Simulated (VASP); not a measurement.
# HfS2 (P-3m1) in VASP: notebook

The runs below take HfS2 through vibrations by perturbation theory, with PBEsol.

Program: VASP 6.6.1. These are calculated values, not measurements. Logs are shortened: lines on timing, memory, paths and dates and some standing lists are left out, and cuts for length are marked.

### Step 1. The cell of the first run

It takes space group P-3m1 (No. 164, trigonal). Conventional cell: a = 3.343 Å, b = 3.343 Å, c = 5.152 Å, α = 90.00°, β = 90.00°, γ = 120.00°. Hf (site symmetry -3m) has 6 S at 2.45 Å within 3.2 Å. S (site symmetry 3m) has 3 Hf at 2.45 Å and 3 S at 2.88 Å within 3.2 Å.

### Step 2. Vibrations by perturbation theory, PBEsol

INCAR

```
PREC     = Accurate       # precision mode
ENCUT    = 500            # plane-wave cutoff, eV
EDIFF    = 1E-8           # SCF threshold, eV
ISMEAR   = -1             # smearing method
SIGMA    = 0.15           # smearing width, eV
LREAL    = False          # projectors in reciprocal space
LASPH    = True           # aspherical terms in the spheres
NELM     = 120            # most SCF steps
ALGO     = Normal         # electronic algorithm
ISIF     = 2              # what is computed and relaxed
LWAVE    = False          # write WAVECAR
LCHARG   = False          # write CHGCAR
GGA      = PS             # functional
NBANDS   = 18             # bands
IBRION   = 8              # ionic algorithm
NSW      = 1              # ionic steps
GGA_COMPAT= False
```

KPOINTS

```
regular mesh
0
Gamma
  12 12 8
```

POSCAR

```
HfS2
1.0
    3.3430302201      0.0000000000      0.0000000000
   -1.6715151100      2.8951490963      0.0000000000
    0.0000000000      0.0000000000      5.1517248196
Hf S
1 2
Direct
    0.0000000000      0.0000000000      0.0000000000
    0.6666666667      0.3333333333      0.7075089060
    0.3333333333      0.6666666667      0.2924910940
```

Potentials or basis: VASP PAW PBE potentials, release 64 (Hf_pv, S).

Command:

```bash
$ cat potpaw_PBE.64/Hf_pv/POTCAR potpaw_PBE.64/S/POTCAR > POTCAR
$ mpirun -np 1 vasp_std > vasp.out
```

OUTCAR:

```text
PREC = Accurate
   ENCUT = 500
   EDIFF = 1E-8
   ISMEAR = -1
   LREAL = False
   LASPH = True
   NELM = 120
   ISIF = 2
   GGA = PS
   IBRION = 8
   NSW = 1

 ion  position               nearest neighbor table
   1  0.000  0.000  0.000-   2 2.45   3 2.45   2 2.45   3 2.45   2 2.45   3 2.45
   2  0.667  0.333  0.708-   1 2.45   1 2.45   1 2.45
   3  0.333  0.667  0.292-   1 2.45   1 2.45   1 2.45

  LATTYP: Found a hexagonal cell.
 ALAT       =     3.3430302201
 C/A-ratio  =     1.5410344748

  Lattice vectors:

 A1 = (   3.3430302201,   0.0000000000,   0.0000000000)
 A2 = (  -1.6715151100,   2.8951490963,   0.0000000000)
 A3 = (   0.0000000000,   0.0000000000,   5.1517248196)

Analysis of symmetry for initial positions (statically):
=====================================================================
 Subroutine PRICEL returns:
 Original cell was already a primitive cell.

 Routine SETGRP: Setting up the symmetry group for a
 hexagonal supercell.

 Subroutine GETGRP returns: Found 12 space group operations
 (whereof 12 operations were pure point group operations)
 out of a pool of 24 trial point group operations.

The static configuration has the point symmetry D_3d.

Analysis of symmetry for dynamics (positions and initial velocities):
=====================================================================
 Subroutine PRICEL returns:
 Original cell was already a primitive cell.

 Routine SETGRP: Setting up the symmetry group for a
 hexagonal supercell.

 Subroutine GETGRP returns: Found 12 space group operations
 (whereof 12 operations were pure point group operations)
 out of a pool of 24 trial point group operations.

The dynamic configuration has the point symmetry D_3d.

 Subroutine INISYM returns: Found 12 space group operations
 (whereof 12 operations are pure point group operations),
 and found     1 'primitive' translations

----------------------------------------------------------------------------------------

                                     Primitive cell

  volume of cell :      49.8613

  direct lattice vectors                    reciprocal lattice vectors
     3.343030220  0.000000000  0.000000000     0.299129812  0.172702677  0.000000000
    -1.671515110  2.895149096  0.000000000     0.000000000  0.345405355  0.000000000
     0.000000000  0.000000000  5.151724820     0.000000000  0.000000000  0.194109747

  length of vectors
     3.343030220  3.343030220  5.151724820     0.345405355  0.345405355  0.194109747

  position of ions in fractional coordinates (direct lattice)
     0.000000000  0.000000000  0.000000000
     0.666666667  0.333333333  0.707508906
     0.333333333  0.666666667  0.292491094

  ion indices of the primitive-cell ions
   primitive index   ion index
                 1           1
                 2           2
                 3           3

----------------------------------------------------------------------------------------

 KPOINTS: regular mesh

Automatic generation of k-mesh.
 Grid dimensions read from file:
 generate k-points for:   12   12    8

 Generating k-lattice:

  Cartesian coordinates                     Fractional coordinates (reciprocal lattice)
     0.024927484  0.014391890  0.000000000     0.083333333  0.000000000  0.000000000
     0.000000000  0.028783780  0.000000000     0.000000000  0.083333333  0.000000000
     0.000000000  0.000000000  0.024263718     0.000000000  0.000000000  0.125000000

  Length of vectors
     0.028783780  0.028783780  0.024263718

  Shift w.r.t. Gamma in fractional coordinates (k-lattice)
     0.000000000  0.000000000  0.000000000

 Subroutine IBZKPT returns following result:
 ===========================================

 Found    131 irreducible k-points:

 Following reciprocal coordinates:
            Coordinates               Weight
  0.000000  0.000000  0.000000      1.000000
  0.083333  0.000000  0.000000      6.000000
  0.166667  0.000000  0.000000      6.000000
  0.250000  0.000000  0.000000      6.000000
[... 43 lines left out ...]
   IBRION =      8    ionic relax: 0-MD 1-quasi-New 2-CG
   NFREE  =      0    steps in history (QN), initial steepest desc. (CG)
   ISIF   =      2    stress and relaxation
   ISYM   =      2    0-nonsym 1-usesym 2-fastsym
   POTIM  = 0.5000    time-step for ionic-motion
   TEBEG  =    0.0;   TEEND  =   0.0 temperature during run
   PSTRESS=    0.0 pullay stress
   NELECT =      22.0000    total number of electrons
   NUPDOWN=      -1.0000    fix difference up-down
   EMIN   =  10.00;   EMAX   =-10.00  energy-range for DOS
   EFERMI =   0.00;   METHOD = LEGACY
   ISMEAR =    -1;   SIGMA  =   0.15  broadening in eV -4-tet -1-fermi 0-gaus
   EFERMI_NEDOS =   21; number of points for ismear=-14 and -15
   IALGO  =     38    algorithm
   IMIX   =      4    mixing-type and parameters
     AMIX     =   0.40;   BMIX     =  1.00
     AMIX_MAG =   1.60;   BMIX_MAG =  1.00
  volume/ion in A,a.u.               =      16.62       112.16
  Fermi-wavevector in a.u.,A,eV,Ry     =   1.246315  2.355194 21.133938  1.553301
  Thomas-Fermi vector in A             =   2.380498
   LORBIT       =      0    0 simple, 1 ext, 2 COOP (PROOUT), +10 PAW based schemes
   GGA     = PS    functional components
   LHFCALC =     F    Hartree Fock is set to
   AEXX    =    0.0000 exact exchange contribution
   IVDW    =     0    specifies the selected vdW correction
   LEPSILON=     F    determine dielectric tensor
   LRPA    =     F    only Hartree local field effects (RPA)
 non-spin polarized calculation
  energy-cutoff  :      500.00
  volume of cell :       49.86
 maximum number of plane-waves:      1292
   NGX = 13   NGY = 13   NGZ = 19

--------------------------------------- Ionic step        1  -------------------------------------------

 number of electron      22.0000000 magnetization

 Free energy of the ion-electron system (eV)
  ---------------------------------------------------
  ext. energy  EPLUGINS =         0.00000000
  ---------------------------------------------------
  free energy    TOTEN  =       -23.36760606 eV

  energy without entropy =      -23.33662416  energy(sigma->0) =      -23.35211511

 E-fermi :   6.7095     XC(G=0): -11.4484

 val. band max:        6.7076257616   @ k =   0.0000   0.4167   0.3750
 cond. band min:       6.7346547599   @ k =   0.0000   0.0000   0.0000
 fundamental gap:      0.0270289983
 Fermi energy:         6.7094958552

 k-point     1 :       0.0000    0.0000    0.0000
  band No.  band energies     occupation
      1     -23.7684      2.00000
      2     -23.5188      2.00000
      3     -23.5188      2.00000
      4      -8.3362      2.00000
      5      -5.0504      2.00000
      6      -0.2857      2.00000
[... 481 lines left out ...]
      5      -5.2889      2.00000
      6       0.3960      2.00000
[... 10 lines left out ...]
     17      13.3806      0.00000
     18      15.0796      0.00000

 [... further k-points ...]
[... 5 lines left out ...]
  --------------------------------------------------------------------------------------
  -------------------------------------------------------------------------------------
  Total        6.1838225      6.1838225      6.1513425      0.0000000      0.0000000      0.0000000
  in kB      198.7026711    198.7026711    197.6590026      0.0000000      0.0000000      0.0000000
  external PRESSURE =     198.3547816 kB  Pullay stress =       0.0000000 kB

 VOLUME and BASIS-vectors are now :
 -----------------------------------------------------------------------------
  energy-cutoff  :      500.00
  volume of cell :       49.86
      direct lattice vectors                 reciprocal lattice vectors
     3.343030220  0.000000000  0.000000000     0.299129812  0.172702677  0.000000000
    -1.671515110  2.895149096  0.000000000     0.000000000  0.345405355  0.000000000
     0.000000000  0.000000000  5.151724820     0.000000000  0.000000000  0.194109747

 POSITION                                       TOTAL-FORCE (eV/Angst)
 -----------------------------------------------------------------------------------
      0.00000      0.00000      0.00000        -0.000000     -0.000000      0.000000
      1.67152      0.96505      3.64489         0.000000     -0.000000      0.052272
     -0.00000      1.93010      1.50683        -0.000000      0.000000     -0.052272
 -----------------------------------------------------------------------------------
    total drift:                               -0.000000     -0.000000     -0.000000

  FREE ENERGIE OF THE ION-ELECTRON SYSTEM (eV)
  ---------------------------------------------------
  free  energy   TOTEN  =       -23.3676060600 eV

  energy  without entropy=      -23.3366241576  energy(sigma->0) =      -23.35211511

[... ionic steps 2 to 3 ...]

--------------------------------------- Ionic step        4  -------------------------------------------

------------------------ aborting loop because EDIFF is reached ----------------------------------------
[... 11 lines left out ...]
[... ionic steps 8 to 8 ...]

--------------------------------------- Ionic step        9  -------------------------------------------

 Free energy of the ion-electron system (eV)
  ---------------------------------------------------
  ---------------------------------------------------
  free energy    TOTEN  =        -0.12497189 eV

  energy without entropy =       -0.12499304

------------------------ aborting loop because EDIFF is reached ----------------------------------------

 INTERNAL STRAIN TENSOR  FOR ION    2  DIRECTION 3   (eV/Angst):
 -----------------------------------------------------------------------------
    13.10821  0.00000 -0.00000
     0.00000 13.10821  0.00000
     0.00000  0.00000 15.12683

 INTERNAL STRAIN TENSOR FOR ION    3 for displacements in x,y,z  (eV/Angst):
          X           Y           Z          XY          YZ          ZX
  --------------------------------------------------------------------------------
  x     0.00000    -0.00000     0.00000     5.44087    -0.00000   -11.27360
  y     5.44087    -5.44087    -0.00000    -0.00000   -12.19623    -0.00000
  z   -13.10821   -13.10821   -15.12683    -0.00000     0.00000    -0.00000

 SECOND DERIVATIVES (NOT SYMMETRIZED)
 ------------------------------------
               1X          1Y          1Z          2X          2Y          2Z          3X          3Y          3Z
  1X    -7.091667   -0.000000    0.000000    3.545833    0.000000    0.000000    3.545833    0.000000    0.000000
  1Y    -0.000000   -7.091667    0.000000    0.000000    3.545833    0.000000    0.000000    3.545833    0.000000
  1Z     0.000000   -0.000000  -23.219330   -0.000000    0.000000   11.609665   -0.000000    0.000000   11.609665
  2X     3.548323    0.000000   -0.000000   -6.458585   -0.000000    0.000000    2.910262    0.000000    0.000000
  2Y     0.000000    3.548323    0.000000   -0.000000   -6.458585   -0.000000    0.000000    2.910262    0.000000
  2Z     0.000000    0.000000   11.603143    0.000000    0.000000  -15.734940    0.000000    0.000000    4.131797
  3X     3.548323    0.000000   -0.000000    2.910262    0.000000    0.000000   -6.458585   -0.000000    0.000000
  3Y     0.000000    3.548323    0.000000    0.000000    2.910262    0.000000   -0.000000   -6.458585   -0.000000
  3Z     0.000000    0.000000   11.603143    0.000000    0.000000    4.131797    0.000000    0.000000  -15.734940

 Eigenvectors and eigenvalues of the dynamical matrix
 ----------------------------------------------------

   1 f  =   12.305283 THz    77.316373 2PiTHz  410.460059 cm-1    50.890538 meV
             X         Y         Z           dx          dy          dz
      0.000000  0.000000  0.000000     0.000000    0.000000    0.000000
      1.671515  0.965050  3.644891     0.000000    0.000000   -0.707107
     -0.000000  1.930099  1.506834    -0.000000   -0.000000    0.707107
[... 43 lines left out ...]
   9 f/i=    0.001359 THz     0.008536 2PiTHz    0.045318 cm-1     0.005619 meV
             X         Y         Z           dx          dy          dz
      0.000000  0.000000  0.000000    -0.000000    0.000000   -0.857649
      1.671515  0.965050  3.644891    -0.000000    0.000000   -0.363619
     -0.000000  1.930099  1.506834    -0.000000    0.000000   -0.363619

--------------------------------------------------------------------------------------------------------

 ELASTIC MODULI CONTR FROM IONIC RELAXATION (kBar)
 Direction    XX          YY          ZZ          XY          YZ          ZX
 --------------------------------------------------------------------------------
 XX        -758.8853   -352.7625   -641.4189     -0.0000    455.1814      0.0000
 YY        -352.7625   -758.8853   -641.4189     -0.0000   -455.1814     -0.0000
 ZZ        -641.4189   -641.4189   -740.1951     -0.0000     -0.0000      0.0000
 XY          -0.0000     -0.0000     -0.0000   -203.0614     -0.0000    420.7476
 YZ         455.1814   -455.1814     -0.0000     -0.0000  -1020.3324     -0.0000
 ZX           0.0000     -0.0000      0.0000    420.7476     -0.0000   -871.7982
 --------------------------------------------------------------------------------
```

It took 26 min on 1 thread of Intel Xeon 8259CL, shared host; peak memory 1.2 GiB.

Results:

| Item | Value |
| --- | --- |
| Highest phonon frequency at Γ, LO-TO splitting left out | 410 cm⁻¹ |

Phonon frequencies in cm⁻¹ (negative: imaginary):
| q point | frequencies |
| --- | --- |
| (0.000, 0.000, 0.000) | 0 0 0 202 202 282 282 366 410 |

Caveat: the cell stands under pressure or tension, which shifts response properties; the PAW data sets were made with another functional, which shifts forces and pressure a little; spin-orbit coupling is left out, which moves the levels of the heavy elements.

(Part 1 of 2 ends here.)
